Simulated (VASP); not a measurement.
# Na4H in VASP: further runs

Runs on Na4H. Level: PBE. Tasks: single point.

Everything below comes from runs of VASP 6.6.1. Logs are shortened: lines on timing, memory, paths and dates and some standing lists are left out, and cuts for length are marked.

## (1) The cell of the first run

The cell holds a slab with vacuum, 10 atoms: a = 7.267 Å, b = 7.267 Å, c = 20.967 Å, α = 90.00°, β = 90.00°, γ = 109.47°.

## (2) Single point, PBE

The input, INCAR:

```
SYSTEM = Na4H
ALGO = Normal
DIPOL = 0.5 0.5 0.289
EDIFF = 1E-6
ENCUT = 400
GGA = PE
GGA_COMPAT = .FALSE.
IDIPOL = 3
ISIF = 2
ISMEAR = 0
LASPH = .TRUE.
LCHARG = .FALSE.
LDIPOL = .TRUE.
LREAL = .FALSE.
LWAVE = .FALSE.
NBANDS = 40
NELM = 120
NELMDL = -8
PREC = Accurate
SIGMA = 0.1
```

The input, KPOINTS:

```
k-points
0
G
  4 4 1
  0 0 0
```

The input, POSCAR:

```
Na4H
1.0
    7.2665054626      0.0000000000      0.0000000000
   -2.4221684875      6.8509270508      0.0000000000
    0.0000000000      0.0000000000     20.9665384335
Na H
8 2
Direct
    0.2500000000      0.2500000000      0.1907801811
    0.2500000000      0.7500000000      0.1907801811
    0.7500000000      0.2500000000      0.1907801811
    0.7500000000      0.7500000000      0.1907801811
    0.0000000000      0.0000000000      0.3322693660
    0.0000000000      0.5000000000      0.3322693660
    0.5000000000      0.0000000000      0.3322693660
    0.5000000000      0.5000000000      0.3322693660
    0.0128788514      0.3333333333      0.3995193799
    0.3204544820      0.3333333333      0.3995193799
```

Potentials or basis: VASP PAW PBE potentials, release 64 (Na_pv, H).

Started as:

```sh
$ cat potpaw_PBE.64/Na_pv/POTCAR potpaw_PBE.64/H/POTCAR > POTCAR
$ mpirun -np 1 vasp_std > vasp.out
```

OUTCAR:

```text
SYSTEM = Na4H
   EDIFF = 1E-6
   ENCUT = 400
   GGA = PE
   ISIF = 2
   ISMEAR = 0
   LASPH = .TRUE.
   LREAL = .FALSE.
   NELM = 120
   NELMDL = -8
   PREC = Accurate

 ion  position               nearest neighbor table
   1  0.250  0.250  0.191-
   2  0.250  0.750  0.191-
   3  0.750  0.250  0.191-
   4  0.750  0.750  0.191-
   5  0.000  0.000  0.332-
   6  0.000  0.500  0.332-
   7  0.500  0.000  0.332-
   8  0.500  0.500  0.332-
   9  0.013  0.333  0.400-
  10  0.320  0.333  0.400-

  LATTYP: Found a base centered orthorhombic cell.
 ALAT       =     8.3906377698
 B/A-ratio  =     1.4142135624
 C/A-ratio  =     2.4988015225

  Lattice vectors:

 A1 = (   7.2665054626,   0.0000000000,   0.0000000000)
 A2 = (  -2.4221684875,   6.8509270508,   0.0000000000)
 A3 = (   0.0000000000,   0.0000000000,  20.9665384335)

Analysis of symmetry for initial positions (statically):
=====================================================================
 Subroutine PRICEL returns:
 Original cell was already a primitive cell.

 Routine SETGRP: Setting up the symmetry group for a
 base centered orthorhombic supercell.

 Subroutine GETGRP returns: Found  1 space group operations
 (whereof  1 operations were pure point group operations)
 out of a pool of  8 trial point group operations.

The static configuration has the point symmetry C_1 .

Analysis of symmetry for dynamics (positions and initial velocities):
=====================================================================
 Subroutine PRICEL returns:
 Original cell was already a primitive cell.

 Routine SETGRP: Setting up the symmetry group for a
 base centered orthorhombic supercell.

 Subroutine GETGRP returns: Found  1 space group operations
 (whereof  1 operations were pure point group operations)
 out of a pool of  8 trial point group operations.

The dynamic configuration has the point symmetry C_1 .

 Subroutine INISYM returns: Found  1 space group operations
 (whereof  1 operations are pure point group operations),
 and found     1 'primitive' translations

----------------------------------------------------------------------------------------

                                     Primitive cell

  volume of cell :    1043.7625

  direct lattice vectors                    reciprocal lattice vectors
     7.266505463  0.000000000  0.000000000     0.137617732  0.048655216  0.000000000
    -2.422168488  6.850927051  0.000000000     0.000000000  0.145965647  0.000000000
     0.000000000  0.000000000 20.966538433     0.000000000  0.000000000  0.047695045

  length of vectors
     7.266505463  7.266505463 20.966538433     0.145965647  0.145965647  0.047695045

  position of ions in fractional coordinates (direct lattice)
     0.250000000  0.250000000  0.190780181
     0.250000000  0.750000000  0.190780181
     0.750000000  0.250000000  0.190780181
     0.750000000  0.750000000  0.190780181
     0.000000000  0.000000000  0.332269366
     0.000000000  0.500000000  0.332269366
     0.500000000  0.000000000  0.332269366
     0.500000000  0.500000000  0.332269366
     0.012878851  0.333333333  0.399519380
     0.320454482  0.333333333  0.399519380

  ion indices of the primitive-cell ions
   primitive index   ion index
                 1           1
                 2           2
                 3           3
                 4           4
                 5           5
                 6           6
                 7           7
                 8           8
                 9           9
                10          10

----------------------------------------------------------------------------------------

 KPOINTS: k-points

Automatic generation of k-mesh.
 Grid dimensions read from file:
 generate k-points for:    4    4    1

 Generating k-lattice:

  Cartesian coordinates                     Fractional coordinates (reciprocal lattice)
     0.034404433  0.012163804  0.000000000     0.250000000  0.000000000  0.000000000
     0.000000000  0.036491412  0.000000000     0.000000000  0.250000000  0.000000000
     0.000000000  0.000000000  0.047695045     0.000000000  0.000000000  1.000000000

  Length of vectors
     0.036491412  0.036491412  0.047695045

  Shift w.r.t. Gamma in fractional coordinates (k-lattice)
     0.000000000  0.000000000  0.000000000

 Subroutine IBZKPT returns following result:
 ===========================================

 Found     10 irreducible k-points:

 Following reciprocal coordinates:
            Coordinates               Weight
  0.000000  0.000000  0.000000      1.000000
  0.250000 -0.000000  0.000000      2.000000
  0.000000  0.250000  0.000000      2.000000
  0.500000 -0.000000  0.000000      1.000000
  0.000000  0.500000  0.000000      1.000000
  0.250000  0.250000  0.000000      2.000000
  0.500000  0.250000  0.000000      2.000000
  0.250000  0.500000  0.000000      2.000000
 -0.250000  0.250000  0.000000      2.000000
  0.500000  0.500000  0.000000      1.000000
   k-points           NKPTS =     10   k-points in BZ     NKDIM =     10   number of bands    NBANDS=     40
   number of dos      NEDOS =    301   number of ions     NIONS =     10
   total plane-waves  NPLWV = 322560
   dimension x,y,z NGX =    48 NGY =   48 NGZ =  140
   dimension x,y,z NGXF=    96 NGYF=   96 NGZF=  280
   ions per type =               8   2
   NGX,Y,Z   is equivalent  to a cutoff of  10.98, 10.98, 11.10 a.u.
   NGXF,Y,Z  is equivalent  to a cutoff of  21.96, 21.96, 22.20 a.u.
 SYSTEM =  Na4H
   PREC   = accura    normal or accurate (medium, high low for compatibility)
   ISTART =      0    job   : 0-new  1-cont  2-samecut
   ICHARG =      2    charge: 1-file 2-atom 10-const
   ISPIN  =      1    spin polarized calculation?
   LNONCOLLINEAR =      F non collinear calculations
   LSORBIT =      F    spin-orbit coupling
   LASPH  =      T    aspherical Exc in radial PAW
   ENCUT  =  400.0 eV  29.40 Ry    5.42 a.u.  11.85 11.85 34.19*2*pi/ulx,y,z
   NELM   =    120;   NELMIN=  2; NELMDL= -8     # of ELM steps
   EDIFF  = 0.1E-05   stopping-criterion for ELM
   LREAL  =      F    real-space projection
[... 7 lines left out ...]
   TEBEG  =    0.0;   TEEND  =   0.0 temperature during run
   PSTRESS=    0.0 pullay stress
   NELECT =      58.0000    total number of electrons
   NUPDOWN=      -1.0000    fix difference up-down
   EMIN   =  10.00;   EMAX   =-10.00  energy-range for DOS
   EFERMI =   0.00;   METHOD = LEGACY
   ISMEAR =     0;   SIGMA  =   0.10  broadening in eV -4-tet -1-fermi 0-gaus
   EFERMI_NEDOS =   21; number of points for ismear=-14 and -15
   IALGO  =     38    algorithm
   IMIX   =      4    mixing-type and parameters
     AMIX     =   0.40;   BMIX     =  1.00
     AMIX_MAG =   1.60;   BMIX_MAG =  1.00
  volume/ion in A,a.u.               =     104.38       704.37
  Fermi-wavevector in a.u.,A,eV,Ry     =   0.624717  1.180545  5.309971  0.390272
  Thomas-Fermi vector in A             =   1.685372
   LORBIT       =      0    0 simple, 1 ext, 2 COOP (PROOUT), +10 PAW based schemes
   GGA     = PE    functional components
   LHFCALC =     F    Hartree Fock is set to
   AEXX    =    0.0000 exact exchange contribution
   IVDW    =     0    specifies the selected vdW correction
   LEPSILON=     F    determine dielectric tensor
   LRPA    =     F    only Hartree local field effects (RPA)
 non-spin polarized calculation
 Gauss-broadening in eV      SIGMA  =   0.10
  energy-cutoff  :      400.00
  volume of cell :     1043.76
 maximum number of plane-waves:     19038
   NGX = 23   NGY = 23   NGZ = 69

 number of electron      57.9999955 magnetization

 dipolmoment           0.000000      0.000000      0.392457 electrons x Angstroem

 Free energy of the ion-electron system (eV)
  ---------------------------------------------------
  ext. energy  EPLUGINS =         0.00000000
  ---------------------------------------------------
  free energy    TOTEN  =       -14.05795271 eV

  energy without entropy =      -14.04190662  energy(sigma->0) =      -14.04992967

 E-fermi :  -2.4278     XC(G=0):  -2.5687

 val. band max:       -2.5719727606   @ k =   0.0000   0.5000   0.0000
 cond. band min:      -2.3837372182   @ k =   0.2500   0.5000   0.0000
 fundamental gap:      0.1882355424
 Fermi energy:        -2.4277635714

 k-point     1 :       0.0000    0.0000    0.0000
  band No.  band energies     occupation
      1     -27.7561      2.00000
      2     -27.7410      2.00000
      3     -27.7192      2.00000
      4     -27.6810      2.00000
      5     -27.6625      2.00000
      6     -27.6557      2.00000
[... 32 lines left out ...]
     39       0.2756      0.00000
     40       0.5245      0.00000

 k-point     2 :       0.2500   -0.0000    0.0000
  band No.  band energies     occupation
      1     -27.7560      2.00000
      2     -27.7407      2.00000
      3     -27.7192      2.00000
      4     -27.6810      2.00000
      5     -27.6619      2.00000
      6     -27.6550      2.00000
[... 32 lines left out ...]
     39       0.4704      0.00000
     40       0.8083      0.00000

 k-point     3 :       0.0000    0.2500    0.0000
  band No.  band energies     occupation
      1     -27.7560      2.00000
      2     -27.7410      2.00000
      3     -27.7192      2.00000
      4     -27.6810      2.00000
      5     -27.6617      2.00000
      6     -27.6552      2.00000
[... 251 lines left out ...]
  band No.  band energies     occupation
      1     -27.7560      2.00000
      2     -27.7407      2.00000
      3     -27.7191      2.00000
      4     -27.6810      2.00000
      5     -27.6609      2.00000
      6     -27.6547      2.00000
[... 32 lines left out ...]
     39       0.9130      0.00000
     40       1.0620      0.00000

 k-point    10 :       0.5000    0.5000    0.0000
  band No.  band energies     occupation
      1     -27.7560      2.00000
      2     -27.7405      2.00000
      3     -27.7191      2.00000
      4     -27.6809      2.00000
      5     -27.6593      2.00000
      6     -27.6537      2.00000
[... 32 lines left out ...]
     39       1.0001      0.00000
     40       1.1394      0.00000

------------------------ aborting loop because EDIFF is reached ----------------------------------------

 vacuum level on the upper side and lower side of the slab       (xc-potential included)         0.624        -0.776

  FORCE on cell =-STRESS in cart. coord.  units (eV):
  Direction    XX          YY          ZZ          XY          YZ          ZX
  --------------------------------------------------------------------------------------
  -------------------------------------------------------------------------------------
  Total       -0.3712245     -1.7425118     -0.7815172     -0.1505069     -1.7109029      0.0318243
  in kB       -0.5698303     -2.6747589     -1.1996303     -0.2310283     -2.6262391      0.0488504
  external PRESSURE =      -1.4814065 kB  Pullay stress =       0.0000000 kB

 VOLUME and BASIS-vectors are now :
 -----------------------------------------------------------------------------
  energy-cutoff  :      400.00
  volume of cell :     1043.76
      direct lattice vectors                 reciprocal lattice vectors
     7.266505463  0.000000000  0.000000000     0.137617732  0.048655216  0.000000000
    -2.422168488  6.850927051  0.000000000     0.000000000  0.145965647  0.000000000
     0.000000000  0.000000000 20.966538433     0.000000000  0.000000000  0.047695045

 POSITION                                       TOTAL-FORCE (eV/Angst)
 -----------------------------------------------------------------------------------
      1.21108      1.71273      4.00000         0.022603     -0.006521     -0.058909
      0.00000      5.13820      4.00000         0.000394      0.020863      0.031817
      4.84434      1.71273      4.00000        -0.005793     -0.007495     -0.054367
      3.63325      5.13820      4.00000        -0.007637      0.003558      0.059855
      0.00000      0.00000      6.96654         0.004709      0.515814      0.381150
     -1.21108      3.42546      6.96654        -0.071529      0.362663     -0.300744
      3.63325      0.00000      6.96654        -0.054022      0.216209      0.185629
      2.42217      3.42546      6.96654         0.068582      0.087226      0.050827
     -0.71381      2.28364      8.37654        -0.147882     -0.774382      0.068159
      1.52119      2.28364      8.37654         0.190575     -0.417935     -0.363417
 -----------------------------------------------------------------------------------
    total drift:                               -0.000010      0.000014     -0.002290

  FREE ENERGIE OF THE ION-ELECTRON SYSTEM (eV)
  ---------------------------------------------------
  free  energy   TOTEN  =       -14.0579527098 eV

  energy  without entropy=      -14.0419066226  energy(sigma->0) =      -14.04992967

 vacuum level on the upper side and lower side of the slab         1.827         0.362
```

It took 4.6 min on 1 thread of Intel Xeon 6975P-C (Granite Rapids), shared host; peak memory 0.73 GiB.

What came out:

```yaml
Free_energy: -14.0580 eV
Largest_force: 0.791 eV/Å
Band_gap_on_the_k_mesh: zero (bands 29 and 30 overlap by 0.82 eV)
```

Forces in eV/Å, atoms in the order of the input:
```
Na   0.023 -0.007 -0.059
Na   0.000  0.021  0.032
Na  -0.006 -0.007 -0.054
Na  -0.008  0.004  0.060
Na   0.005  0.516  0.381
Na  -0.072  0.363 -0.301
Na  -0.054  0.216  0.186
Na   0.069  0.087  0.051
H   -0.148 -0.774  0.068
H    0.191 -0.418 -0.363
```

## (3) Single point, PBE

The input, INCAR:

```
PREC = Accurate
ENCUT = 400
EDIFF = 1E-6
ISMEAR = 0
SIGMA = 0.1
LREAL = False
LASPH = True
NELM = 120
ALGO = Normal
ISIF = 2
LWAVE = False
LCHARG = False
LDIPOL = True
IDIPOL = 3
DIPOL = 0.5 0.5 0.289
GGA = PE
NBANDS = 40
GGA_COMPAT = False
NELMDL = -8
```

The input, KPOINTS:

```
Automatic mesh
0
Gamma
  4 4 1
```

POSCAR: that of step 2 with these lines changed.

```diff
@@ -16,3 +16,3 @@
     0.5000000000      0.5000000000      0.3322693660
-    0.0128788514      0.3333333333      0.3995193799
-    0.3204544820      0.3333333333      0.3995193799
+    0.1034313189      0.3333333333      0.3995193799
+    0.2299020144      0.3333333333      0.3995193799
```

Potentials or basis: VASP PAW PBE potentials, release 64 (Na_pv, H).

Started as:

```sh
$ cat potpaw_PBE.64/Na_pv/POTCAR potpaw_PBE.64/H/POTCAR > POTCAR
$ mpirun -np 1 vasp_std > vasp.out
```

Wall time 4.6 min (1 thread of Intel Xeon 6975P-C (Granite Rapids), shared host); peak memory 0.74 GiB.

The run converged. Its results:

```
Free energy            : -15.3074 eV
Largest force          : 2.440 eV/Å
Band gap on the k mesh : zero (bands 29 and 30 overlap by 0.64 eV)
```

Forces on the atoms (eV/Å):
```
Na   0.015 -0.005  0.014
Na   0.001  0.008  0.042
Na  -0.005 -0.003  0.024
Na  -0.006  0.000  0.015
Na  -0.007 -0.096 -0.060
Na  -0.261  0.235 -0.274
Na   0.013  0.034 -0.008
Na   0.220  0.108 -0.133
H    2.413 -0.189  0.311
H   -2.383 -0.092  0.069
```

Levels at points of the mesh, in eV from the Fermi level:
| k point | band 25 | band 26 | band 27 | band 28 | band 29 | band 30 | band 31 | band 32 | band 33 | band 34 |
| --- | --- | --- | --- | --- | --- | --- | --- | --- | --- | --- |
| (0.00, 0.00, 0.00) | -8.06 | -2.66 | -0.92 | 0.09 | 0.37 | 0.42 | 0.45 | 0.84 | 1.03 | 1.32 |
| (0.50, 0.00, 0.00) | -8.06 | -2.00 | -1.82 | -0.54 | -0.07 | 0.08 | 0.32 | 1.10 | 1.49 | 1.52 |
| (0.00, 0.50, 0.00) | -8.06 | -1.96 | -1.81 | -0.39 | -0.11 | -0.05 | 0.32 | 0.98 | 1.40 | 1.49 |
| (0.50, 0.50, 0.00) | -8.06 | -1.73 | -1.57 | -0.71 | -0.56 | -0.28 | 0.25 | 0.69 | 1.21 | 1.47 |

## (4) Single point, PBE

The input, INCAR:

```
SYSTEM = Na4H
ALGO = Normal
DIPOL = 0.5 0.5 0.295
EDIFF = 1E-6
ENCUT = 400
GGA = PE
GGA_COMPAT = .False.
IDIPOL = 3
ISIF = 2
ISMEAR = 0
LASPH = .True.
LCHARG = .False.
LDIPOL = .True.
LREAL = .False.
LWAVE = .False.
NBANDS = 40
NELM = 120
NELMDL = -8
PREC = Accurate
SIGMA = 0.1
```

The input, KPOINTS:

```
k-points
0
Gamma
  4 4 1
  0 0 0
```

POSCAR: that of step 3 with these lines changed.

```diff
@@ -16,3 +16,3 @@
     0.5000000000      0.5000000000      0.3322693660
-    0.1034313189      0.3333333333      0.3995193799
-    0.2299020144      0.3333333333      0.3995193799
+    0.1034313189      0.3333333333      0.4300442089
+    0.2299020144      0.3333333333      0.4300442089
```

Started as:

```sh
$ cat potpaw_PBE.64/Na_pv/POTCAR potpaw_PBE.64/H/POTCAR > POTCAR
$ mpirun -np 1 vasp_std > vasp.out
```

Wall time 4.3 min (1 thread of Intel Xeon 6975P-C (Granite Rapids), shared host); peak memory 0.73 GiB.

Results (log left out):

```yaml
Free_energy: -15.4733 eV
Largest_force: 3.025 eV/Å
Band_gap_on_the_k_mesh: zero (bands 29 and 30 overlap by 0.70 eV)
```

Forces in eV/Å, atoms in the order of the input:
```
Na   0.011 -0.004  0.017
Na   0.000  0.007  0.022
Na  -0.008  0.000  0.008
Na  -0.001 -0.003 -0.001
Na  -0.002 -0.076 -0.052
Na  -0.099  0.074 -0.100
Na   0.009  0.017 -0.009
Na   0.113  0.041 -0.076
H    3.002 -0.025  0.135
H   -3.024 -0.030  0.055
```

Levels at points of the mesh, in eV from the Fermi level:
| k point | band 27 | band 28 | band 29 | band 30 | band 31 | band 32 |
| --- | --- | --- | --- | --- | --- | --- |
| (0.00, 0.00, 0.00) | -1.05 | 0.23 | 0.34 | 0.37 | 0.37 | 0.83 |
| (0.50, 0.00, 0.00) | -1.94 | -0.53 | -0.18 | 0.07 | 0.16 | 1.06 |
| (0.00, 0.50, 0.00) | -1.94 | -0.43 | -0.18 | -0.01 | 0.15 | 1.08 |
| (0.50, 0.50, 0.00) | -1.68 | -0.71 | -0.64 | -0.27 | 0.08 | 0.71 |

## (5) Single point, PBE

The input, INCAR:

```
SYSTEM = Na4H
PREC = Accurate
ENCUT = 400
EDIFF = 1E-6
ISMEAR = 0
SIGMA = 0.1
LREAL = .FALSE.
LASPH = .TRUE.
NELM = 120
ALGO = Normal
ISIF = 2
LWAVE = .FALSE.
LCHARG = .TRUE.
LDIPOL = .TRUE.
IDIPOL = 3
DIPOL = 0.5 0.5 0.304
GGA = PE
LELF = .TRUE.
LVHAR = .TRUE.
LVACPOTAV = .TRUE.
NBANDS = 40
GGA_COMPAT = .FALSE.
NELMDL = -8
```

The input, KPOINTS:

```
Automatic mesh
0
G
  4 4 1
  0 0 0
```

POSCAR: that of step 4 with these lines changed.

```diff
@@ -16,3 +16,3 @@
     0.5000000000      0.5000000000      0.3322693660
-    0.1034313189      0.3333333333      0.4300442089
-    0.2299020144      0.3333333333      0.4300442089
+    0.1034313189      0.3333333333      0.4753545019
+    0.2299020144      0.3333333333      0.4753545019
```

Started as:

```sh
$ cat potpaw_PBE.64/Na_pv/POTCAR potpaw_PBE.64/H/POTCAR > POTCAR
$ mpirun -np 1 vasp_std > vasp.out
```

It took 4.4 min on 1 thread of Intel Xeon 6975P-C (Granite Rapids), shared host; peak memory 0.73 GiB.

The run converged. Its results:

```yaml
Free_energy: -15.6021 eV
Largest_force: 3.407 eV/Å
Band_gap_on_the_k_mesh: zero (bands 29 and 30 overlap by 0.76 eV)
```

Forces in eV/Å, atoms in the order of the input:
```
Na   0.004 -0.002 -0.001
Na   0.001  0.004 -0.006
Na  -0.004 -0.001 -0.010
Na  -0.001  0.000 -0.015
Na  -0.002 -0.023 -0.011
Na  -0.025  0.016 -0.021
Na   0.005  0.003  0.002
Na   0.029  0.011 -0.019
H    3.400  0.000  0.047
H   -3.407 -0.007  0.032
```

Levels at points of the mesh, in eV from the Fermi level:
| k point | band 25 | band 26 | band 27 | band 28 | band 29 | band 30 | band 31 | band 32 | band 33 | band 34 |
| --- | --- | --- | --- | --- | --- | --- | --- | --- | --- | --- |
| (0.00, 0.00, 0.00) | -7.05 | -2.82 | -1.15 | 0.33 | 0.35 | 0.35 | 0.36 | 0.76 | 1.14 | 1.59 |
| (0.50, 0.00, 0.00) | -7.05 | -2.02 | -2.00 | -0.44 | -0.32 | 0.09 | 0.11 | 1.17 | 1.53 | 1.57 |
| (0.00, 0.50, 0.00) | -7.05 | -2.01 | -2.00 | -0.41 | -0.32 | 0.08 | 0.11 | 1.36 | 1.42 | 1.52 |
| (0.50, 0.50, 0.00) | -7.05 | -1.75 | -1.73 | -0.69 | -0.67 | -0.18 | -0.06 | 0.84 | 0.95 | 1.43 |

## (6) Overview

| cell | gap on the mesh (eV) | largest force (eV/Å) |
| --- | --- | --- |
| as given, atomic positions A | none | 0.79 |
| as given, atomic positions B | none | 2.44 |
| as given, atomic positions C | none | 3.02 |
| as given, atomic positions D | none | 3.41 |

Alike in all rows: task single point; level PBE; potentials or basis VASP PAW PBE potentials, release 64 (Na_pv, H); no spin polarisation; k mesh 4 × 4 × 1; cutoff (eV) 400; smearing gaussian 0.1 eV.

Absolute energies hang on the potentials; compare differences alone.
